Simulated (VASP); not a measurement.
The system is Be.

```
Be
1.0
     2.91321    0.00000    0.00000
    -1.45661    2.52291    0.00000
     0.00000    0.00000    3.30514
Be
3
Direct
  0.22540 0.00000 0.33333
  0.00000 0.22540 0.66667
  0.77460 0.77460 0.00000
```

- Program: VASP 6.6.1
- Task: relaxation of cell and atoms
- Functional: r2SCAN
- Potentials or basis: VASP PAW PBE potentials, release 64 (Be)
- Cutoff: 600 eV
- k mesh: 6 × 6 × 6
- Occupations: gaussian, width 0.1 eV
- Spin: no spin polarisation

At the start: pressure 56.7 GPa; volume 8.10 Å³/atom.

Problem. How do energy, volume and symmetry change on relaxing?

Solution. Over 25 steps the energy falls by 2271.0 meV/atom and the volume is 7.82 Å³/atom (-3.5 %); space group Im-3m (No. 229, to 0.05 Å).

Step by step:
```csv
step,energy change (eV),largest force (eV/Å),pressure (GPa),volume (Å³)
1,0.0000,8.6044,56.70,24.29
2,-3.6465,0.5515,-8.54,35.77
3,-3.8999,0.2140,-2.81,31.64
4,-3.8999,0.1621,-3.19,31.80
5,-3.9162,0.0844,-1.42,30.98
6,-3.9208,0.0166,0.15,30.34
7,-3.9208,0.0114,0.27,30.30
8,-3.9244,0.0061,0.36,30.28
9,-3.9511,0.0628,0.57,30.20
10,-4.0839,0.1943,0.35,30.02
11,-4.5299,0.4510,-1.94,29.48
12,-5.7931,0.9621,-6.66,27.65
13,-1.7079,0.2833,67.74,20.63
14,-6.1980,1.0155,-7.82,26.83
15,-6.3415,0.8584,3.00,24.24
16,-6.4914,1.0004,-6.79,25.78
17,-6.5194,1.0121,-5.69,25.46
18,-6.5605,0.9684,-5.19,25.22
19,-6.6658,0.8249,-3.34,24.50
20,-6.7785,0.3902,2.19,23.11
21,-6.7811,0.2115,4.15,22.75
22,-6.8063,0.0628,3.06,22.90
23,-6.8068,0.1120,2.92,22.92
24,-6.8122,0.0399,1.08,23.24
25,-6.8131,0.0044,-0.07,23.45
```

Final structure:
```xyz
3
Lattice="3.5377 0.0000 0.0000 -1.7688 3.0637 0.0000 0.0000 0.0000 2.1633" Properties=species:S:1:pos:R:3 pbc="T T T"
Be   -0.5893    3.0637    0.7211
Be    2.9479    1.0215    1.4422
Be    1.1791    2.0422    0.0000
```

Caveat: the k points lie up to 0.48 Å⁻¹ apart in the final cell; the PAW data sets were made with another functional, which shifts forces and pressure a little.
